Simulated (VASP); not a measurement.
# Lu (P6_3/mmc) in VASP: further runs

Lu is run at these levels: PBE; tasks: single point, relaxation of cell and atoms.

All numbers are computed with VASP 6.6.1; they aren't measurements. Logs are shortened: lines on timing, memory, paths and dates and some standing lists are left out, and cuts for length are marked.

## 1. The cell of the first run

The structure is hexagonal, space group P6_3/mmc (No. 194). Conventional cell: a = 3.492 Å, b = 3.492 Å, c = 10.974 Å, α = 90.00°, β = 90.00°, γ = 120.00°. Lu (site symmetry -3m) has 12 Lu at 3.40 to 3.49 Å within 4.5 Å. Lu (site symmetry -6m2) has 12 Lu at 3.40 to 3.49 Å within 4.5 Å.

## 2. Single point, PBE

INCAR reads:

```
SYSTEM = Lu
ALGO     = Fast           ! electronic algorithm
EDIFF    = 1E-7           ! SCF threshold, eV
ENCUT    = 520            ! plane-wave cutoff, eV
GGA      = PE             ! functional
ISIF     = 2              ! what is computed and relaxed
ISMEAR   = 0              ! smearing method
LASPH    = .True.         ! aspherical terms in the spheres
LCHARG   = .True.         ! write CHGCAR
LELF     = .True.         ! ELF
LREAL    = .False.        ! projectors in reciprocal space
LVHAR    = .True.       
LWAVE    = .False.        ! write WAVECAR
NBANDS   = 58             ! bands
NELM     = 80             ! most SCF steps
PREC     = Accurate       ! precision mode
SIGMA    = 0.05           ! smearing width, eV
```

KPOINTS reads:

```
k-points
0
Gamma
  6 6 2
  0 0 0
```

POSCAR reads:

```
Lu
1.0
    3.4919759761      0.0000000000      0.0000000000
   -1.7459879881      3.0241399047      0.0000000000
    0.0000000000      0.0000000000     10.9735929460
Lu
4
Direct
    0.0000000000      0.0000000000      0.0000000000
    0.0000000000      0.0000000000      0.5000000000
    0.3333333333      0.6666666667      0.2500000000
    0.6666666667      0.3333333333      0.7500000000
```

Potentials or basis: VASP PAW PBE potentials, release 64 (Lu).

Command:

```
$ cat potpaw_PBE.64/Lu/POTCAR > POTCAR
$ mpirun -np 1 vasp_std > vasp.out
```

OUTCAR:

```text
SYSTEM = Lu
   EDIFF = 1E-7
   ENCUT = 520
   GGA = PE
   ISIF = 2
   ISMEAR = 0
   LASPH = .True.
   LREAL = .False.
   NELM = 80
   PREC = Accurate

 ion  position               nearest neighbor table
   1  0.000  0.000  0.000-   3 3.40   4 3.40   4 3.40   3 3.40   4 3.40   3 3.40
   2  0.000  0.000  0.500-   3 3.40   4 3.40   4 3.40   3 3.40   4 3.40   3 3.40
   3  0.333  0.667  0.250-   1 3.40   2 3.40   1 3.40   2 3.40   1 3.40   2 3.40
   4  0.667  0.333  0.750-   1 3.40   2 3.40   1 3.40   2 3.40   1 3.40   2 3.40

  LATTYP: Found a hexagonal cell.
 ALAT       =     3.4919759761
 C/A-ratio  =     3.1425167358

  Lattice vectors:

 A1 = (   3.4919759761,   0.0000000000,   0.0000000000)
 A2 = (  -1.7459879881,   3.0241399047,   0.0000000000)
 A3 = (   0.0000000000,   0.0000000000,  10.9735929460)

Analysis of symmetry for initial positions (statically):
=====================================================================
 Subroutine PRICEL returns:
 Original cell was already a primitive cell.

 Routine SETGRP: Setting up the symmetry group for a
 hexagonal supercell.

 Subroutine GETGRP returns: Found 24 space group operations
 (whereof 12 operations were pure point group operations)
 out of a pool of 24 trial point group operations.

The static configuration has the point symmetry D_3d.
 The point group associated with its full space group is D_6h.

Analysis of symmetry for dynamics (positions and initial velocities):
=====================================================================
 Subroutine PRICEL returns:
 Original cell was already a primitive cell.

 Routine SETGRP: Setting up the symmetry group for a
 hexagonal supercell.

 Subroutine GETGRP returns: Found 24 space group operations
 (whereof 12 operations were pure point group operations)
 out of a pool of 24 trial point group operations.

The dynamic configuration has the point symmetry D_3d.
 The point group associated with its full space group is D_6h.

 Subroutine INISYM returns: Found 24 space group operations
 (whereof 12 operations are pure point group operations),
 and found     1 'primitive' translations

----------------------------------------------------------------------------------------

                                     Primitive cell

  volume of cell :     115.8836

  direct lattice vectors                    reciprocal lattice vectors
     3.491975976  0.000000000  0.000000000     0.286370813  0.165336266  0.000000000
    -1.745987988  3.024139905  0.000000000     0.000000000  0.330672532  0.000000000
     0.000000000  0.000000000 10.973592946     0.000000000  0.000000000  0.091127856

  length of vectors
     3.491975976  3.491975976 10.973592946     0.330672532  0.330672532  0.091127856

  position of ions in fractional coordinates (direct lattice)
     0.000000000  0.000000000  0.000000000
     0.000000000  0.000000000  0.500000000
     0.333333333  0.666666667  0.250000000
     0.666666667  0.333333333  0.750000000

  ion indices of the primitive-cell ions
   primitive index   ion index
                 1           1
                 2           2
                 3           3
                 4           4

----------------------------------------------------------------------------------------

 KPOINTS: k-points

Automatic generation of k-mesh.
 Grid dimensions read from file:
 generate k-points for:    6    6    2

 Generating k-lattice:

  Cartesian coordinates                     Fractional coordinates (reciprocal lattice)
     0.047728469  0.027556044  0.000000000     0.166666667  0.000000000  0.000000000
     0.000000000  0.055112089  0.000000000     0.000000000  0.166666667  0.000000000
     0.000000000  0.000000000  0.045563928     0.000000000  0.000000000  0.500000000

  Length of vectors
     0.055112089  0.055112089  0.045563928

  Shift w.r.t. Gamma in fractional coordinates (k-lattice)
     0.000000000  0.000000000  0.000000000

 Subroutine IBZKPT returns following result:
 ===========================================

 Found     14 irreducible k-points:

 Following reciprocal coordinates:
            Coordinates               Weight
  0.000000  0.000000  0.000000      1.000000
  0.166667 -0.000000  0.000000      6.000000
  0.333333  0.000000  0.000000      6.000000
  0.500000  0.000000  0.000000      3.000000
  0.166667  0.166667  0.000000      6.000000
  0.333333  0.166667  0.000000     12.000000
  0.333333  0.333333  0.000000      2.000000
  0.000000  0.000000  0.500000      1.000000
  0.166667 -0.000000  0.500000      6.000000
  0.333333  0.000000  0.500000      6.000000
  0.500000  0.000000  0.500000      3.000000
  0.166667  0.166667  0.500000      6.000000
  0.333333  0.166667  0.500000     12.000000
  0.333333  0.333333  0.500000      2.000000
   k-points           NKPTS =     14   k-points in BZ     NKDIM =     14   number of bands    NBANDS=     58
   number of dos      NEDOS =    301   number of ions     NIONS =      4
   total plane-waves  NPLWV =  65856
   dimension x,y,z NGX =    28 NGY =   28 NGZ =   84
   dimension x,y,z NGXF=    56 NGYF=   56 NGZF=  168
   ions per type =               4
   NGX,Y,Z   is equivalent  to a cutoff of  13.33, 13.33, 12.73 a.u.
   NGXF,Y,Z  is equivalent  to a cutoff of  26.66, 26.66, 25.45 a.u.
 SYSTEM =  Lu
   PREC   = accura    normal or accurate (medium, high low for compatibility)
   ISTART =      0    job   : 0-new  1-cont  2-samecut
   ICHARG =      2    charge: 1-file 2-atom 10-const
   ISPIN  =      1    spin polarized calculation?
   LNONCOLLINEAR =      F non collinear calculations
   LSORBIT =      F    spin-orbit coupling
   LASPH  =      T    aspherical Exc in radial PAW
   ENCUT  =  520.0 eV  38.22 Ry    6.18 a.u.   6.49  6.49 20.40*2*pi/ulx,y,z
   NELM   =     80;   NELMIN=  2; NELMDL= -5     # of ELM steps
   EDIFF  = 0.1E-06   stopping-criterion for ELM
   LREAL  =      F    real-space projection
   EDIFFG = 0.1E-05   stopping-criterion for IOM
   NSW    =      0    number of steps for IOM
   IBRION =     -1    ionic relax: 0-MD 1-quasi-New 2-CG
   NFREE  =      0    steps in history (QN), initial steepest desc. (CG)
   ISIF   =      2    stress and relaxation
   ISYM   =      2    0-nonsym 1-usesym 2-fastsym
   POTIM  = 0.5000    time-step for ionic-motion
   TEBEG  =    0.0;   TEEND  =   0.0 temperature during run
   PSTRESS=    0.0 pullay stress
   NELECT =     100.0000    total number of electrons
   NUPDOWN=      -1.0000    fix difference up-down
   EMIN   =  10.00;   EMAX   =-10.00  energy-range for DOS
   EFERMI =   0.00;   METHOD = LEGACY
   ISMEAR =     0;   SIGMA  =   0.05  broadening in eV -4-tet -1-fermi 0-gaus
   EFERMI_NEDOS =   21; number of points for ismear=-14 and -15
   IALGO  =     68    algorithm
   IMIX   =      4    mixing-type and parameters
     AMIX     =   0.40;   BMIX     =  1.00
     AMIX_MAG =   1.60;   BMIX_MAG =  1.00
  volume/ion in A,a.u.               =      28.97       195.51
  Fermi-wavevector in a.u.,A,eV,Ry     =   1.558598  2.945324 33.051659  2.429228
  Thomas-Fermi vector in A             =   2.662079
   LORBIT       =      0    0 simple, 1 ext, 2 COOP (PROOUT), +10 PAW based schemes
   GGA     = PE    functional components
   LHFCALC =     F    Hartree Fock is set to
   AEXX    =    0.0000 exact exchange contribution
   IVDW    =     0    specifies the selected vdW correction
   LEPSILON=     F    determine dielectric tensor
   LRPA    =     F    only Hartree local field effects (RPA)
 non-spin polarized calculation
 RMM-DIIS sequential band-by-band and
 Gauss-broadening in eV      SIGMA  =   0.05
  energy-cutoff  :      520.00
  volume of cell :      115.88
 maximum number of plane-waves:      3160
 NGX is ok and might be reduce to    28
   NGX = 13   NGY = 13   NGZ = 41

 number of electron     100.0000000 magnetization

 number of electron      99.9999977 magnetization

 Free energy of the ion-electron system (eV)
  ---------------------------------------------------
  ext. energy  EPLUGINS =         0.00000000
  ---------------------------------------------------
  free energy    TOTEN  =       -18.03210153 eV

  energy without entropy =      -18.02746701  energy(sigma->0) =      -18.02978427

 E-fermi :   2.2644     XC(G=0): -10.6885

 val. band max:        2.2494847732   @ k =   0.3333   0.0000   0.0000
 cond. band min:       2.2926036119   @ k =   0.5000   0.0000   0.5000
 fundamental gap:      0.0431188387
 Fermi energy:         2.2643916272

 k-point     1 :       0.0000    0.0000    0.0000
  band No.  band energies     occupation
      1     -53.9364      2.00000
      2     -53.9263      2.00000
      3     -53.9050      2.00000
      4     -53.8948      2.00000
      5     -24.8882      2.00000
      6     -24.6288      2.00000
[... 50 lines left out ...]
     57       4.8466      0.00000
     58       4.8902      0.00000

 k-point     2 :       0.1667   -0.0000    0.0000
  band No.  band energies     occupation
      1     -53.9304      2.00000
      2     -53.9221      2.00000
      3     -53.9008      2.00000
      4     -53.8924      2.00000
      5     -24.8450      2.00000
      6     -24.6585      2.00000
[... 50 lines left out ...]
     57       4.8508      0.00000
     58       5.4067      0.00000

 k-point     3 :       0.3333    0.0000    0.0000
  band No.  band energies     occupation
      1     -53.9179      2.00000
      2     -53.9137      2.00000
      3     -53.8924      2.00000
      4     -53.8883      2.00000
      5     -24.7929      2.00000
      6     -24.7575      2.00000
[... 606 lines left out ...]
      3     -53.8875      2.00000
      4     -53.8875      2.00000
      5     -24.7836      2.00000
      6     -24.7836      2.00000
[... 50 lines left out ...]
     57       4.9267      0.00000
     58       4.9270      0.00000

 k-point    14 :       0.3333    0.3333    0.5000
  band No.  band energies     occupation
      1     -53.9074      2.00000
      2     -53.9074      2.00000
      3     -53.8862      2.00000
      4     -53.8862      2.00000
      5     -24.7568      2.00000
      6     -24.7568      2.00000
[... 50 lines left out ...]
     57       5.3702      0.00000
     58       5.3882      0.00000

------------------------ aborting loop because EDIFF is reached ----------------------------------------

  FORCE on cell =-STRESS in cart. coord.  units (eV):
  Direction    XX          YY          ZZ          XY          YZ          ZX
  --------------------------------------------------------------------------------------
  -------------------------------------------------------------------------------------
  Total       -0.0938977     -0.0938977     -0.1009036      0.0000000      0.0000000      0.0000000
  in kB       -1.2982057     -1.2982057     -1.3950673      0.0000000      0.0000000      0.0000000
  external PRESSURE =      -1.3304929 kB  Pullay stress =       0.0000000 kB

 VOLUME and BASIS-vectors are now :
 -----------------------------------------------------------------------------
  energy-cutoff  :      520.00
  volume of cell :      115.88
      direct lattice vectors                 reciprocal lattice vectors
     3.491975976  0.000000000  0.000000000     0.286370813  0.165336266  0.000000000
    -1.745987988  3.024139905  0.000000000     0.000000000  0.330672532  0.000000000
     0.000000000  0.000000000 10.973592946     0.000000000  0.000000000  0.091127856

 POSITION                                       TOTAL-FORCE (eV/Angst)
 -----------------------------------------------------------------------------------
      0.00000      0.00000      0.00000        -0.000000     -0.000000      0.000000
      0.00000      0.00000      5.48680        -0.000000     -0.000000      0.000000
     -0.00000      2.01609      2.74340        -0.000000      0.000000     -0.000000
      1.74599      1.00805      8.23019         0.000000     -0.000000     -0.000000
 -----------------------------------------------------------------------------------
    total drift:                                0.000000     -0.000000      0.000000

  FREE ENERGIE OF THE ION-ELECTRON SYSTEM (eV)
  ---------------------------------------------------
  free  energy   TOTEN  =       -18.0321015262 eV

  energy  without entropy=      -18.0274670126  energy(sigma->0) =      -18.02978427
```

It took 9.9 min on 1 thread of Intel Xeon Platinum 8259CL at 2.50GHz (Skylake/Cascade Lake), shared host; peak memory 0.28 GiB.

What came out:

* Free energy: -18.0321 eV
* Pressure: -0.1 GPa
* Band gap on the k mesh: zero (bands 50 and 51 overlap by 1.68 eV)

Caveat: spin-orbit coupling is left out, which moves the levels of the heavy elements.

## 3. Relaxation of cell and atoms, PBE

This run uses another cell than the first one, of 29.68 Å³/atom.

INCAR reads:

```
PREC = Accurate
ENCUT = 600
EDIFF = 1E-7
ISMEAR = 0
SIGMA = 0.05
LREAL = False
LASPH = True
NELM = 80
ALGO = Fast
ISIF = 3
LWAVE = False
LCHARG = False
GGA = PE
IBRION = 2
NSW = 80
EDIFFG = -0.03
```

KPOINTS reads:

```
regular mesh
0
Gamma
  6 6 2
```

POSCAR reads:

```
Lu
1.0
    3.4926397243      0.0000000000      0.0000000000
   -1.7463198622      3.0247147275      0.0000000000
    0.0000000000      0.0000000000     11.2375914737
Lu
4
Direct
    0.0000000000      0.0000000000      0.0000000000
    0.0000000000      0.0000000000      0.5000000000
    0.3333333333      0.6666666667      0.2500000000
    0.6666666667      0.3333333333      0.7500000000
```

Potentials or basis: VASP PAW PBE potentials, release 64 (Lu).

Command:

```
$ cat potpaw_PBE.64/Lu/POTCAR > POTCAR
$ mpirun -np 1 vasp_std > vasp.out
```

Run time: 63 min. Hardware: 1 thread of Intel Xeon Platinum 8259CL at 2.50GHz (Skylake/Cascade Lake), shared host; peak memory 0.32 GiB.

It converged, with:

```yaml
Free_energy: -18.0335 eV
Relaxed_volume: 29.02 Å³/atom
Relaxed_cell: a = 3.496 Å, b = 3.496 Å, c = 10.965 Å, α = 90.00°, β = 90.00°, γ = 120.00°
Space_group_after_relaxing_to_0.1_Å: P6_3/mmc (No. 194)
Energy_gained_by_relaxing: 4.2 meV/atom
Ionic_steps: 8
Pressure_after_relaxing: 0.0 GPa
Band_gap_on_the_k_mesh: zero (bands 50 and 51 overlap by 2.69 eV)
```

Stress tensor (GPa, compression positive):
```
-0.07  0.00  0.00
 0.00 -0.07  0.00
 0.00  0.00  0.11
```

Step by step:
```
step  energy change (eV)  largest force (eV/Å)  pressure (GPa)  volume (Å³)
   1              0.0000                0.0000           -0.99       118.72
   2             -0.0131                0.0000            0.13       115.58
   3             -0.0129                0.0000            0.32       115.11
   4             -0.0156                0.0000            0.42       115.37
   5             -0.0156                0.0000            0.41       115.37
   6             -0.0165                0.0000           -0.09       116.71
   7             -0.0167                0.0000           -0.12       116.31
   8             -0.0166                0.0000           -0.01       116.07
```

Final structure:
```
Lu
1.0
     3.49615    0.00000    0.00000
    -1.74807    3.02775    0.00000
     0.00000    0.00000   10.96462
Lu
4
Direct
  0.00000 0.00000 0.00000
  0.00000 0.00000 0.50000
  0.33333 0.66667 0.25000
  0.66667 0.33333 0.75000
```

Levels at points of the mesh, in eV from the Fermi level:
```csv
k point,band 47,band 48,band 49,band 50,band 51,band 52,band 53,band 54
"(0.00, 0.00, 0.00)",-4.36,-2.42,0.63,2.05,2.14,13.21,20.11,20.80
"(0.50, 0.00, 0.00)",-1.67,-1.61,-0.61,-0.39,-0.34,0.29,1.08,1.80
"(0.00, 0.00, 0.50)",-3.00,-3.00,2.13,2.13,2.13,2.37,2.37,22.44
"(0.50, 0.00, 0.50)",-1.77,-1.77,-0.55,-0.55,0.03,0.03,1.45,2.24
```

Caveat: spin-orbit coupling is left out, which moves the levels of the heavy elements.

The gap in the log of VASP goes by the Fermi energy; the results here count the filled bands.